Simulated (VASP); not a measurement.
# VCu3Se4 (P-43m) in VASP: single point with LDA

Aim: the single point of VCu3Se4 with LDA.

All numbers are computed with VASP 6.6.1; they aren't measurements. Logs are shortened: lines on timing, memory, paths and dates and some standing lists are left out, and cuts for length are marked.

## 1. The cell of the first run

It takes space group P-43m (No. 215, cubic). Conventional cell: a = 5.564 Å, b = 5.564 Å, c = 5.564 Å, α = 90.00°, β = 90.00°, γ = 90.00°. Within 3.1 Å of V (site symmetry -43m) lie 4 Se at 2.36 Å and 6 Cu at 2.78 Å. Cu (site symmetry -42m) has 4 Se at 2.39 Å and 2 V at 2.78 Å within 3.2 Å. Se (site symmetry 3m) has 1 V at 2.36 Å and 3 Cu at 2.39 Å within 3.1 Å.

## 2. Single point, LDA, collinear spin, zero start

Input file INCAR:

```
SYSTEM = VCu3Se4
PREC     = Accurate       ! precision mode
ENCUT    = 520            ! plane-wave cutoff, eV
EDIFF    = 1E-6           ! SCF threshold, eV
ISMEAR   = 0              ! smearing method
SIGMA    = 0.05           ! smearing width, eV
LREAL    = .False.        ! projectors in reciprocal space
LASPH    = .True.         ! aspherical terms in the spheres
NELM     = 150            ! most SCF steps
ALGO     = Normal         ! electronic algorithm
ISIF     = 2              ! what is computed and relaxed
LWAVE    = .False.        ! write WAVECAR
LCHARG   = .False.        ! write CHGCAR
ISPIN    = 2              ! spin polarisation
MAGMOM   = 0 0 0 0 0 0 0 0 ! initial moments
LORBIT   = 11             ! projections on sites
LMAXMIX  = 4              ! l up to which the mixer works
GGA      = CA             ! functional
NBANDS   = 49             ! bands
```

Input file KPOINTS:

```
regular mesh
0
Gamma
  4 4 4
  0 0 0
```

Input file POSCAR:

```
VCu3Se4
1.0
    5.5636000100      0.0000000000      0.0000000000
    0.0000000000      5.5636000100      0.0000000000
    0.0000000000      0.0000000000      5.5636000100
V Cu Se
1 3 4
Direct
    0.5000000000      0.5000000000      0.5000000000
    0.0000000000      0.5000000000      0.5000000000
    0.5000000000      0.0000000000      0.5000000000
    0.5000000000      0.5000000000      0.0000000000
    0.2554000000      0.2554000000      0.2554000000
    0.2554000000      0.7446000000      0.7446000000
    0.7446000000      0.7446000000      0.2554000000
    0.7446000000      0.2554000000      0.7446000000
```

Potentials or basis: VASP PAW LDA potentials, release 64 (V_sv, Cu, Se).

Started as:

```bash
$ cat potpaw_LDA.64/V_sv/POTCAR potpaw_LDA.64/Cu/POTCAR potpaw_LDA.64/Se/POTCAR > POTCAR
$ mpirun -np 1 vasp_std > vasp.out
```

OUTCAR:

```text
SYSTEM = VCu3Se4
   PREC = Accurate
   ENCUT = 520
   EDIFF = 1E-6
   ISMEAR = 0
   LREAL = .False.
   LASPH = .True.
   NELM = 150
   ISIF = 2
   ISPIN = 2
   LORBIT = 11
   GGA = CA

 ion  position               nearest neighbor table
   1  0.500  0.500  0.500-   5 2.36   6 2.36   7 2.36   8 2.36   3 2.78   4 2.78   2 2.78   4 2.78
                             3 2.78   2 2.78
   2  0.000  0.500  0.500-   5 2.39   6 2.39   7 2.39   8 2.39   1 2.78   1 2.78
   3  0.500  0.000  0.500-   5 2.39   6 2.39   7 2.39   8 2.39   1 2.78   1 2.78
   4  0.500  0.500  0.000-   5 2.39   6 2.39   7 2.39   8 2.39   1 2.78   1 2.78
   5  0.255  0.255  0.255-   1 2.36   2 2.39   3 2.39   4 2.39
   6  0.255  0.745  0.745-   1 2.36   2 2.39   3 2.39   4 2.39
   7  0.745  0.745  0.255-   1 2.36   2 2.39   3 2.39   4 2.39
   8  0.745  0.255  0.745-   1 2.36   2 2.39   3 2.39   4 2.39

  LATTYP: Found a simple cubic cell.
 ALAT       =     5.5636000100

  Lattice vectors:

 A1 = (   5.5636000100,   0.0000000000,   0.0000000000)
 A2 = (   0.0000000000,   5.5636000100,   0.0000000000)
 A3 = (   0.0000000000,   0.0000000000,   5.5636000100)

Analysis of symmetry for initial positions (statically):
=====================================================================
 Subroutine PRICEL returns:
 Original cell was already a primitive cell.

 Routine SETGRP: Setting up the symmetry group for a
 simple cubic supercell.

 Subroutine GETGRP returns: Found 24 space group operations
 (whereof 24 operations were pure point group operations)
 out of a pool of 48 trial point group operations.

The static configuration has the point symmetry T_d .

Analysis of symmetry for dynamics (positions and initial velocities):
=====================================================================
 Subroutine PRICEL returns:
 Original cell was already a primitive cell.

 Routine SETGRP: Setting up the symmetry group for a
 simple cubic supercell.

 Subroutine GETGRP returns: Found 24 space group operations
 (whereof 24 operations were pure point group operations)
 out of a pool of 48 trial point group operations.

The dynamic configuration has the point symmetry T_d .

Analysis of structural, dynamic, and magnetic symmetry:
=====================================================================
 Subroutine PRICEL returns:
 Original cell was already a primitive cell.

 Routine SETGRP: Setting up the symmetry group for a
 simple cubic supercell.

 Subroutine GETGRP returns: Found 24 space group operations
 (whereof 24 operations were pure point group operations)
 out of a pool of 48 trial point group operations.

The overall configuration has the point symmetry T_d .

 Subroutine INISYM returns: Found 24 space group operations
 (whereof 24 operations are pure point group operations),
 and found     1 'primitive' translations

----------------------------------------------------------------------------------------

                                     Primitive cell

  volume of cell :     172.2137

  direct lattice vectors                    reciprocal lattice vectors
     5.563600010  0.000000000  0.000000000     0.179739737  0.000000000  0.000000000
     0.000000000  5.563600010  0.000000000     0.000000000  0.179739737  0.000000000
     0.000000000  0.000000000  5.563600010     0.000000000  0.000000000  0.179739737

  length of vectors
     5.563600010  5.563600010  5.563600010     0.179739737  0.179739737  0.179739737

  position of ions in fractional coordinates (direct lattice)
     0.500000000  0.500000000  0.500000000
     0.000000000  0.500000000  0.500000000
     0.500000000  0.000000000  0.500000000
     0.500000000  0.500000000  0.000000000
     0.255400000  0.255400000  0.255400000
     0.255400000  0.744600000  0.744600000
     0.744600000  0.744600000  0.255400000
     0.744600000  0.255400000  0.744600000

  ion indices of the primitive-cell ions
   primitive index   ion index
                 1           1
                 2           2
                 3           3
                 4           4
                 5           5
                 6           6
                 7           7
                 8           8

----------------------------------------------------------------------------------------

 KPOINTS: regular mesh

Automatic generation of k-mesh.
 Grid dimensions read from file:
 generate k-points for:    4    4    4

 Generating k-lattice:

  Cartesian coordinates                     Fractional coordinates (reciprocal lattice)
     0.044934934  0.000000000  0.000000000     0.250000000  0.000000000  0.000000000
     0.000000000  0.044934934  0.000000000     0.000000000  0.250000000  0.000000000
     0.000000000  0.000000000  0.044934934     0.000000000  0.000000000  0.250000000

  Length of vectors
     0.044934934  0.044934934  0.044934934

  Shift w.r.t. Gamma in fractional coordinates (k-lattice)
     0.000000000  0.000000000  0.000000000

 Subroutine IBZKPT returns following result:
 ===========================================

 Found     10 irreducible k-points:

 Following reciprocal coordinates:
            Coordinates               Weight
  0.000000  0.000000  0.000000      1.000000
  0.250000  0.000000  0.000000      6.000000
  0.500000  0.000000  0.000000      3.000000
  0.250000  0.250000  0.000000     12.000000
  0.500000  0.250000  0.000000     12.000000
  0.500000  0.500000  0.000000      3.000000
  0.250000  0.250000  0.250000      8.000000
  0.500000  0.250000  0.250000     12.000000
  0.500000  0.500000  0.250000      6.000000
  0.500000  0.500000  0.500000      1.000000
   k-points           NKPTS =     10   k-points in BZ     NKDIM =     10   number of bands    NBANDS=     49
   number of dos      NEDOS =    301   number of ions     NIONS =      8
   total plane-waves  NPLWV =  74088
   dimension x,y,z NGX =    42 NGY =   42 NGZ =   42
   dimension x,y,z NGXF=    84 NGYF=   84 NGZF=   84
   ions per type =               1   3   4
   NGX,Y,Z   is equivalent  to a cutoff of  12.55, 12.55, 12.55 a.u.
   NGXF,Y,Z  is equivalent  to a cutoff of  25.10, 25.10, 25.10 a.u.
 SYSTEM =  VCu3Se4
   PREC   = accura    normal or accurate (medium, high low for compatibility)
   ISTART =      0    job   : 0-new  1-cont  2-samecut
   ICHARG =      2    charge: 1-file 2-atom 10-const
   ISPIN  =      2    spin polarized calculation?
   LNONCOLLINEAR =      F non collinear calculations
   LSORBIT =      F    spin-orbit coupling
   LASPH  =      T    aspherical Exc in radial PAW
   ENCUT  =  520.0 eV  38.22 Ry    6.18 a.u.  10.34 10.34 10.34*2*pi/ulx,y,z
   NELM   =    150;   NELMIN=  2; NELMDL= -5     # of ELM steps
   EDIFF  = 0.1E-05   stopping-criterion for ELM
   LREAL  =      F    real-space projection
   EDIFFG = 0.1E-04   stopping-criterion for IOM
   NSW    =      0    number of steps for IOM
   IBRION =     -1    ionic relax: 0-MD 1-quasi-New 2-CG
   NFREE  =      0    steps in history (QN), initial steepest desc. (CG)
   ISIF   =      2    stress and relaxation
   ISYM   =      2    0-nonsym 1-usesym 2-fastsym
   POTIM  = 0.5000    time-step for ionic-motion
   TEBEG  =    0.0;   TEEND  =   0.0 temperature during run
   PSTRESS=    0.0 pullay stress
   NELECT =      70.0000    total number of electrons
   NUPDOWN=      -1.0000    fix difference up-down
   EMIN   =  10.00;   EMAX   =-10.00  energy-range for DOS
   EFERMI =   0.00;   METHOD = LEGACY
   ISMEAR =     0;   SIGMA  =   0.05  broadening in eV -4-tet -1-fermi 0-gaus
   EFERMI_NEDOS =   21; number of points for ismear=-14 and -15
   IALGO  =     38    algorithm
   IMIX   =      4    mixing-type and parameters
     AMIX     =   0.40;   BMIX     =  1.00
     AMIX_MAG =   1.60;   BMIX_MAG =  1.00
  volume/ion in A,a.u.               =      21.53       145.27
  Fermi-wavevector in a.u.,A,eV,Ry     =   1.212695  2.291661 20.009127  1.470629
  Thomas-Fermi vector in A             =   2.348171
   LORBIT       =     11    0 simple, 1 ext, 2 COOP (PROOUT), +10 PAW based schemes
   GGA     = CA    functional components
   LHFCALC =     F    Hartree Fock is set to
   AEXX    =    0.0000 exact exchange contribution
   IVDW    =     0    specifies the selected vdW correction
   LEPSILON=     F    determine dielectric tensor
   LRPA    =     F    only Hartree local field effects (RPA)
 spin polarized calculation
 Gauss-broadening in eV      SIGMA  =   0.05
  energy-cutoff  :      520.00
  volume of cell :      172.21
 maximum number of plane-waves:      4697
 NGX is ok and might be reduce to    42
   NGX = 21   NGY = 21   NGZ = 21

 number of electron      70.0000119 magnetization      -0.0000001

 number of electron      70.0000119 magnetization       0.0000000

 Free energy of the ion-electron system (eV)
  ---------------------------------------------------
  ext. energy  EPLUGINS =         0.00000000
  ---------------------------------------------------
  free energy    TOTEN  =       -44.22805255 eV

  energy without entropy =      -44.22805255  energy(sigma->0) =      -44.22805255

 E-fermi :   3.7731     XC(G=0):  -9.8608

 val. band max:        3.4103536053   @ k =   0.5000   0.5000   0.5000
 cond. band min:       4.1937440533   @ k =   0.5000   0.0000   0.0000
 fundamental gap:      0.7833904480
 Fermi energy:         3.7730650940

 spin component 1

 k-point     1 :       0.0000    0.0000    0.0000
  band No.  band energies     occupation
      1     -60.4185      1.00000
      2     -34.7155      1.00000
      3     -34.7155      1.00000
      4     -34.7155      1.00000
      5     -10.4680      1.00000
      6      -9.3500      1.00000
[... 39 lines left out ...]
     46       8.2100      0.00000
     47       9.0516      0.00000
[... 408 lines left out ...]
      6      -9.6264      1.00000
[... 39 lines left out ...]
     46      10.2703      0.00000
     47      10.2703      0.00000
 Fermi energy:         3.7730650940

 spin component 2

 k-point     1 :       0.0000    0.0000    0.0000
  band No.  band energies     occupation
      1     -60.4185      1.00000
      2     -34.7155      1.00000
      3     -34.7155      1.00000
      4     -34.7155      1.00000
      5     -10.4680      1.00000
      6      -9.3500      1.00000
[... 39 lines left out ...]
     46       8.2100      0.00000
     47       9.0516      0.00000
[... 408 lines left out ...]
      6      -9.6264      1.00000
[... 39 lines left out ...]
     46      10.2703      0.00000
     47      10.2703      0.00000
 [bands above 47 left out]

------------------------ aborting loop because EDIFF is reached ----------------------------------------

  FORCE on cell =-STRESS in cart. coord.  units (eV):
  Direction    XX          YY          ZZ          XY          YZ          ZX
  --------------------------------------------------------------------------------------
  -------------------------------------------------------------------------------------
  Total       -4.2862051     -4.2862051     -4.2862051      0.0000000     -0.0000000      0.0000000
  in kB      -39.8763900    -39.8763900    -39.8763900      0.0000000     -0.0000000      0.0000000
  external PRESSURE =     -39.8763900 kB  Pullay stress =       0.0000000 kB

 VOLUME and BASIS-vectors are now :
 -----------------------------------------------------------------------------
  energy-cutoff  :      520.00
  volume of cell :      172.21
      direct lattice vectors                 reciprocal lattice vectors
     5.563600010  0.000000000  0.000000000     0.179739737  0.000000000  0.000000000
     0.000000000  5.563600010  0.000000000     0.000000000  0.179739737  0.000000000
     0.000000000  0.000000000  5.563600010     0.000000000  0.000000000  0.179739737

 POSITION                                       TOTAL-FORCE (eV/Angst)
 -----------------------------------------------------------------------------------
      2.78180      2.78180      2.78180        -0.000000      0.000000      0.000000
      0.00000      2.78180      2.78180        -0.000000      0.000000      0.000000
      2.78180      0.00000      2.78180        -0.000000      0.000000      0.000000
      2.78180      2.78180      0.00000        -0.000000      0.000000      0.000000
      1.42094      1.42094      1.42094         0.231961      0.231961      0.231961
      1.42094      4.14266      4.14266         0.231961     -0.231961     -0.231961
      4.14266      4.14266      1.42094        -0.231961     -0.231961      0.231961
      4.14266      1.42094      4.14266        -0.231961      0.231961     -0.231961
 -----------------------------------------------------------------------------------
    total drift:                               -0.000000     -0.000000      0.000000

  FREE ENERGIE OF THE ION-ELECTRON SYSTEM (eV)
  ---------------------------------------------------
  free  energy   TOTEN  =       -44.2280525539 eV

  energy  without entropy=      -44.2280525539  energy(sigma->0) =      -44.22805255

 total charge

# of ion       s       p       d       tot
------------------------------------------
    1        2.274   6.214   3.141  11.628
    2        0.412   0.409   9.209  10.030
    3        0.412   0.409   9.209  10.030
    4        0.412   0.409   9.209  10.030
    5        1.463   2.348   0.059   3.870
    6        1.463   2.348   0.059   3.870
    7        1.463   2.348   0.059   3.870
    8        1.463   2.348   0.059   3.870
--------------------------------------------------
tot          9.362  16.831  31.003  57.196

 magnetization (x)

# of ion       s       p       d       tot
------------------------------------------
    1        0.000   0.000   0.000   0.000
    2        0.000  -0.000  -0.000  -0.000
    3        0.000  -0.000  -0.000  -0.000
    4        0.000  -0.000  -0.000  -0.000
    5       -0.000  -0.000  -0.000  -0.000
    6       -0.000  -0.000  -0.000  -0.000
    7       -0.000  -0.000  -0.000  -0.000
    8       -0.000  -0.000  -0.000  -0.000
--------------------------------------------------
tot         -0.000  -0.000   0.000  -0.000
```

Run time: 2.7 min. Hardware: 1 thread of Intel Xeon Platinum 8488C (Sapphire Rapids), shared host; peak memory 0.29 GiB.

Results:

```
Free energy                                           : -44.2281 eV
Pressure                                              : -4.0 GPa
Largest force                                         : 0.402 eV/Å
Band gap on the k mesh                                : 0.78 eV (least direct gap 1.20 eV)
Net moment                                            : 0.00 μB per cell
Valence electrons inside the program's atomic spheres : V 11.63; Cu 10.03; Se 3.87
```

Forces on the atoms (eV/Å):
```
V    0.000  0.000  0.000
Cu   0.000  0.000  0.000
Cu   0.000  0.000  0.000
Cu   0.000  0.000  0.000
Se   0.232  0.232  0.232
Se   0.232 -0.232 -0.232
Se  -0.232 -0.232  0.232
Se  -0.232  0.232 -0.232
```

Caveat: the cell stands under tension; no moment was typed at the start, so none could form; semilocal functionals underestimate gaps, and a narrow one can read as zero. A k mesh can miss the band edges.
